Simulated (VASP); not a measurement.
# Co in VASP: notebook

Runs on Co. Level: PBE. Tasks: single point.

Everything below comes from runs of VASP 6.6.1. Logs are shortened: lines on timing, memory, paths and dates and some standing lists are left out, and cuts for length are marked.

## (1) The cell of the first run

Symmetry: P-3m1, No. 164, trigonal system. The conventional cell has a = 2.487 Å, b = 2.487 Å, c = 4.063 Å, α = 90.00°, β = 90.00°, γ = 120.00°. Co (site symmetry 3m) has 12 Co at 2.42 to 2.55 Å within 3.2 Å.

## (2) Single point, PBE, collinear spin, ferromagnetic start

INCAR

```
SYSTEM = Co
PREC = Accurate
ENCUT = 520
EDIFF = 1E-6
ISMEAR = 0
SIGMA = 0.1
LREAL = .False.
LASPH = .True.
NELM = 150
ALGO = Normal
ISIF = 2
LWAVE = .False.
LCHARG = .True.
ISPIN = 2
MAGMOM = 3 3
LORBIT = 11
LMAXMIX = 4
GGA = PE
LELF = .True.
LVHAR = .True.
NBANDS = 20
```

KPOINTS

```
regular mesh
0
Gamma
  12 12 4
  0 0 0
```

POSCAR

```
Co
1.0
    2.4873648738      0.0000000000      0.0000000000
   -1.2436824369      2.1541211692      0.0000000000
    0.0000000000      0.0000000000      4.0632895034
Co
2
Direct
    0.6666666700      0.3333333300      0.2598610000
    0.3333333300      0.6666666700      0.7401390000
```

Potentials or basis: VASP PAW PBE potentials, release 64 (Co).

On the command line:

```
> cat potpaw_PBE.64/Co/POTCAR > POTCAR
> mpirun -np 1 vasp_std > vasp.out
```

OUTCAR:

```text
SYSTEM = Co
   PREC = Accurate
   ENCUT = 520
   EDIFF = 1E-6
   ISMEAR = 0
   LREAL = .False.
   LASPH = .True.
   NELM = 150
   ISIF = 2
   ISPIN = 2
   LORBIT = 11
   GGA = PE

 ion  position               nearest neighbor table
   1  0.667  0.333  0.260-   2 2.42   2 2.42   2 2.42   2 2.55   2 2.55   2 2.55
   2  0.333  0.667  0.740-   1 2.42   1 2.42   1 2.42   1 2.55   1 2.55   1 2.55

  LATTYP: Found a hexagonal cell.
 ALAT       =     2.4873648738
 C/A-ratio  =     1.6335719565

  Lattice vectors:

 A1 = (   2.4873648738,   0.0000000000,   0.0000000000)
 A2 = (  -1.2436824369,   2.1541211692,   0.0000000000)
 A3 = (   0.0000000000,   0.0000000000,   4.0632895034)

Analysis of symmetry for initial positions (statically):
=====================================================================
 Subroutine PRICEL returns:
 Original cell was already a primitive cell.

 Routine SETGRP: Setting up the symmetry group for a
 hexagonal supercell.

 Subroutine GETGRP returns: Found 12 space group operations
 (whereof 12 operations were pure point group operations)
 out of a pool of 24 trial point group operations.

The static configuration has the point symmetry D_3d.

Analysis of symmetry for dynamics (positions and initial velocities):
=====================================================================
 Subroutine PRICEL returns:
 Original cell was already a primitive cell.

 Routine SETGRP: Setting up the symmetry group for a
 hexagonal supercell.

 Subroutine GETGRP returns: Found 12 space group operations
 (whereof 12 operations were pure point group operations)
 out of a pool of 24 trial point group operations.

The dynamic configuration has the point symmetry D_3d.

Analysis of structural, dynamic, and magnetic symmetry:
=====================================================================
 Subroutine PRICEL returns:
 Original cell was already a primitive cell.

 Routine SETGRP: Setting up the symmetry group for a
 hexagonal supercell.

 Subroutine GETGRP returns: Found 12 space group operations
 (whereof 12 operations were pure point group operations)
 out of a pool of 24 trial point group operations.

The overall configuration has the point symmetry D_3d.

 Subroutine INISYM returns: Found 12 space group operations
 (whereof 12 operations are pure point group operations),
 and found     1 'primitive' translations

----------------------------------------------------------------------------------------

                                     Primitive cell

  volume of cell :      21.7715

  direct lattice vectors                    reciprocal lattice vectors
     2.487364874  0.000000000  0.000000000     0.402031889  0.232113220  0.000000000
    -1.243682437  2.154121169  0.000000000     0.000000000  0.464226439  0.000000000
     0.000000000  0.000000000  4.063289503     0.000000000  0.000000000  0.246106018

  length of vectors
     2.487364874  2.487364874  4.063289503     0.464226439  0.464226439  0.246106018

  position of ions in fractional coordinates (direct lattice)
     0.666666670  0.333333330  0.259861000
     0.333333330  0.666666670  0.740139000

  ion indices of the primitive-cell ions
   primitive index   ion index
                 1           1
                 2           2

----------------------------------------------------------------------------------------

 KPOINTS: regular mesh

Automatic generation of k-mesh.
 Grid dimensions read from file:
 generate k-points for:   12   12    4

 Generating k-lattice:

  Cartesian coordinates                     Fractional coordinates (reciprocal lattice)
     0.033502657  0.019342768  0.000000000     0.083333333  0.000000000  0.000000000
     0.000000000  0.038685537  0.000000000     0.000000000  0.083333333  0.000000000
     0.000000000  0.000000000  0.061526505     0.000000000  0.000000000  0.250000000

  Length of vectors
     0.038685537  0.038685537  0.061526505

  Shift w.r.t. Gamma in fractional coordinates (k-lattice)
     0.000000000  0.000000000  0.000000000

 Subroutine IBZKPT returns following result:
 ===========================================

 Found     69 irreducible k-points:

 Following reciprocal coordinates:
            Coordinates               Weight
  0.000000  0.000000  0.000000      1.000000
  0.083333  0.000000  0.000000      6.000000
  0.166667  0.000000  0.000000      6.000000
  0.250000  0.000000  0.000000      6.000000
  0.333333  0.000000  0.000000      6.000000
  0.416667  0.000000  0.000000      6.000000
[... 16 lines left out ...]
  0.166667  0.000000  0.250000      6.000000
  0.000000  0.166667  0.250000      6.000000
 [... further k-points ...]
   k-points           NKPTS =     69   k-points in BZ     NKDIM =     69   number of bands    NBANDS=     20
   number of dos      NEDOS =    301   number of ions     NIONS =      2
   total plane-waves  NPLWV =   9720
   dimension x,y,z NGX =    18 NGY =   18 NGZ =   30
   dimension x,y,z NGXF=    36 NGYF=   36 NGZF=   60
   ions per type =               2
   NGX,Y,Z   is equivalent  to a cutoff of  12.03, 12.03, 12.27 a.u.
   NGXF,Y,Z  is equivalent  to a cutoff of  24.06, 24.06, 24.55 a.u.
 SYSTEM =  Co
   PREC   = accura    normal or accurate (medium, high low for compatibility)
   ISTART =      0    job   : 0-new  1-cont  2-samecut
   ICHARG =      2    charge: 1-file 2-atom 10-const
   ISPIN  =      2    spin polarized calculation?
   LNONCOLLINEAR =      F non collinear calculations
   LSORBIT =      F    spin-orbit coupling
   LASPH  =      T    aspherical Exc in radial PAW
   ENCUT  =  520.0 eV  38.22 Ry    6.18 a.u.   4.62  4.62  7.56*2*pi/ulx,y,z
   NELM   =    150;   NELMIN=  2; NELMDL= -5     # of ELM steps
   EDIFF  = 0.1E-05   stopping-criterion for ELM
   LREAL  =      F    real-space projection
   EDIFFG = 0.1E-04   stopping-criterion for IOM
   NSW    =      0    number of steps for IOM
   IBRION =     -1    ionic relax: 0-MD 1-quasi-New 2-CG
   NFREE  =      0    steps in history (QN), initial steepest desc. (CG)
   ISIF   =      2    stress and relaxation
   ISYM   =      2    0-nonsym 1-usesym 2-fastsym
   POTIM  = 0.5000    time-step for ionic-motion
   TEBEG  =    0.0;   TEEND  =   0.0 temperature during run
   PSTRESS=    0.0 pullay stress
   NELECT =      18.0000    total number of electrons
   NUPDOWN=      -1.0000    fix difference up-down
   EMIN   =  10.00;   EMAX   =-10.00  energy-range for DOS
   EFERMI =   0.00;   METHOD = LEGACY
   ISMEAR =     0;   SIGMA  =   0.10  broadening in eV -4-tet -1-fermi 0-gaus
   EFERMI_NEDOS =   21; number of points for ismear=-14 and -15
   IALGO  =     38    algorithm
   IMIX   =      4    mixing-type and parameters
     AMIX     =   0.40;   BMIX     =  1.00
     AMIX_MAG =   1.60;   BMIX_MAG =  1.00
  volume/ion in A,a.u.               =      10.89        73.46
  Fermi-wavevector in a.u.,A,eV,Ry     =   1.536514  2.903591 32.121660  2.360875
  Thomas-Fermi vector in A             =   2.643152
   LORBIT       =     11    0 simple, 1 ext, 2 COOP (PROOUT), +10 PAW based schemes
   GGA     = PE    functional components
   LHFCALC =     F    Hartree Fock is set to
   AEXX    =    0.0000 exact exchange contribution
   IVDW    =     0    specifies the selected vdW correction
   LEPSILON=     F    determine dielectric tensor
   LRPA    =     F    only Hartree local field effects (RPA)
 spin polarized calculation
 Gauss-broadening in eV      SIGMA  =   0.10
  energy-cutoff  :      520.00
  volume of cell :       21.77
 maximum number of plane-waves:       602
   NGX =  9   NGY =  9   NGZ = 15

 number of electron      17.9999996 magnetization       3.3417324

 Free energy of the ion-electron system (eV)
  ---------------------------------------------------
  ext. energy  EPLUGINS =         0.00000000
  ---------------------------------------------------
  free energy    TOTEN  =       -14.04917994 eV

  energy without entropy =      -14.04114804  energy(sigma->0) =      -14.04516399

 E-fermi :  10.2053     XC(G=0): -13.3820

 val. band max:       10.2035725049   @ k =   0.0000   0.4167   0.2500
 cond. band min:      10.2102401029   @ k =   0.2500   0.0000   0.0000
 fundamental gap:      0.0066675980
 Fermi energy:        10.2052528306

 spin component 1

 k-point     1 :       0.0000    0.0000    0.0000
  band No.  band energies     occupation
      1       1.3115      1.00000
      2       5.0427      1.00000
      3       7.5148      1.00000
      4       7.5740      1.00000
      5       7.5740      1.00000
      6       7.8689      1.00000
[... 12 lines left out ...]
     19      36.2319      0.00000
     20      36.2319      0.00000

 k-point     2 :       0.0833    0.0000    0.0000
  band No.  band energies     occupation
      1       1.5558      1.00000
      2       5.1900      1.00000
      3       7.3247      1.00000
      4       7.6860      1.00000
      5       7.7244      1.00000
      6       7.8189      1.00000
[... 498 lines left out ...]
 k-point    24 :       0.0000    0.1667    0.2500
  band No.  band energies     occupation
      1       2.8224      1.00000
      2       5.4804      1.00000
      3       6.9120      1.00000
      4       7.1528      1.00000
      5       7.3791      1.00000
      6       7.8183      1.00000
[... 12 lines left out ...]
     19      35.6400      0.00000
     20      36.1388      0.00000

 [... further k-points ...]

 spin component 2

 k-point     1 :       0.0000    0.0000    0.0000
  band No.  band energies     occupation
      1       1.3247      1.00000
      2       6.0145      1.00000
      3       9.1602      1.00000
      4       9.2709      1.00000
      5       9.2709      1.00000
      6       9.5776      1.00000
[... 12 lines left out ...]
     19      36.5460      0.00000
     20      36.5460      0.00000

 k-point     2 :       0.0833    0.0000    0.0000
  band No.  band energies     occupation
      1       1.5700      1.00000
      2       6.1829      1.00000
      3       8.9448      1.00000
      4       9.3351      1.00000
      5       9.3956      1.00000
      6       9.4469      1.00000
[... 498 lines left out ...]
 k-point    24 :       0.0000    0.1667    0.2500
  band No.  band energies     occupation
      1       2.8576      1.00000
      2       6.1537      1.00000
      3       8.1180      1.00000
      4       8.7213      1.00000
      5       9.0019      1.00000
      6       9.4720      1.00000
[... 12 lines left out ...]
     19      35.7984      0.00000
     20      36.4530      0.00000

 [... further k-points ...]
[... 5 lines left out ...]
  --------------------------------------------------------------------------------------
  -------------------------------------------------------------------------------------
  Total        0.1868621      0.1868621     -0.1102601      0.0000000      0.0000000      0.0000000
  in kB       13.7513215     13.7513215     -8.1141222      0.0000000      0.0000000      0.0000000
  external PRESSURE =       6.4628403 kB  Pullay stress =       0.0000000 kB

 VOLUME and BASIS-vectors are now :
 -----------------------------------------------------------------------------
  energy-cutoff  :      520.00
  volume of cell :       21.77
      direct lattice vectors                 reciprocal lattice vectors
     2.487364874  0.000000000  0.000000000     0.402031889  0.232113220  0.000000000
    -1.243682437  2.154121169  0.000000000     0.000000000  0.464226439  0.000000000
     0.000000000  0.000000000  4.063289503     0.000000000  0.000000000  0.246106018

 POSITION                                       TOTAL-FORCE (eV/Angst)
 -----------------------------------------------------------------------------------
      1.24368      0.71804      1.05589        -0.000000      0.000000     -0.455212
     -0.00000      1.43608      3.00740         0.000000     -0.000000      0.455212
 -----------------------------------------------------------------------------------
    total drift:                                0.000000      0.000000     -0.000000

  FREE ENERGIE OF THE ION-ELECTRON SYSTEM (eV)
  ---------------------------------------------------
  free  energy   TOTEN  =       -14.0491799421 eV

  energy  without entropy=      -14.0411480420  energy(sigma->0) =      -14.04516399

 total charge

# of ion       s       p       d       tot
------------------------------------------
    1        0.491   0.524   7.256   8.272
    2        0.491   0.524   7.256   8.272
--------------------------------------------------
tot          0.982   1.048  14.512  16.543

 magnetization (x)

# of ion       s       p       d       tot
------------------------------------------
    1       -0.012  -0.051   1.752   1.688
    2       -0.012  -0.051   1.752   1.688
--------------------------------------------------
tot         -0.025  -0.102   3.504   3.377
```

Run time: 42 s. Hardware: 1 thread of Intel Xeon Platinum 8259CL at 2.50GHz (Skylake/Cascade Lake), shared host; peak memory 0.16 GiB.

Results:

```yaml
Free_energy: -14.0492 eV
Pressure: 0.6 GPa
Largest_force: 0.455 eV/Å
Net_moment: 3.34 μB per cell
Site_moments: Co +1.69 μB
Valence_electrons_inside_the_program's_atomic_spheres: Co 8.27
```

Forces on the atoms (eV/Å):
```
Co   0.000  0.000 -0.455
Co   0.000  0.000  0.455
```

Stress tensor (GPa, compression positive):
```
 1.38  0.00  0.00
 0.00  1.38  0.00
 0.00  0.00 -0.81
```

Levels at points of the mesh, in eV from the Fermi level:
Spin up:
```tsv
k point	band 7	band 8	band 9	band 10	band 11	band 12	band 13	band 14	band 15	band 16
(0.00, 0.00, 0.00)	-2.34	-1.94	-1.94	-0.87	-0.87	-0.16	6.12	22.07	24.70	24.70
(0.50, 0.00, 0.00)	-2.23	-0.72	-0.71	-0.54	1.29	3.32	9.44	10.41	12.53	13.92
(0.00, 0.00, 0.50)	-2.65	-2.65	-1.30	-1.30	-1.08	-1.08	14.13	15.29	22.68	22.92
(0.50, 0.00, 0.50)	-1.15	-1.06	-0.66	-0.60	1.47	1.73	7.08	7.38	18.21	18.59
```
Spin down:
```
           k point  band 3  band 4  band 5  band 6  band 7  band 8  band 9  band 10  band 11  band 12
(0.00, 0.00, 0.00)   -1.05   -0.93   -0.93   -0.63   -0.63   -0.17   -0.06    -0.06     1.08     1.08
(0.50, 0.00, 0.00)   -3.22   -1.77   -1.06   -1.02   -0.62    1.22    1.31     1.38     2.55     4.32
(0.00, 0.00, 0.50)   -1.77   -1.31   -1.00   -1.00   -0.98   -0.98    0.67     0.67     0.80     0.80
(0.50, 0.00, 0.50)   -2.53   -2.18   -0.22    0.18    0.22    0.34    1.30     1.33     2.04     2.40
```

Caveat: the k points lie up to 0.39 Å⁻¹ apart.

(Continued in part 2 of 2.)
